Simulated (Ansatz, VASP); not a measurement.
## Si in VASP and in Ansatz

```xyz
1
Lattice="0.0000 1.9168 1.9168 1.9168 0.0000 1.9168 1.9168 1.9168 0.0000" Properties=species:S:1:pos:R:3 pbc="T T T"
Si    0.0000    0.0000    0.0000
```

Alike in both runs: functional PBEsol; k mesh 19 × 19 × 19; occupations fermi-dirac, width 0.05 eV; no spin polarisation.

Ansatz relaxed the structure, and its values are those at the end. VASP's run is a single point on that final structure, the one shown.

```csv
,VASP,Ansatz
version,VASP 6.6.1,Ansatz 0.2.0
potentials or method,"VASP PAW PBE potentials, release 64 (Si)","PAW with Ansatz's default frozen-core files, scalar-relativistic"
plane-wave cutoff (eV),500,420
valence electrons in the cell,4,4
```

|  | VASP | Ansatz | Ansatz less VASP |
| --- | --- | --- | --- |
| pressure (GPa) | 0.1 | 0.0 | -0.14 |

VASP's potentials were made for PBE, not for PBEsol. The functional is the same, so the differences come from potentials, cutoffs and numerics.
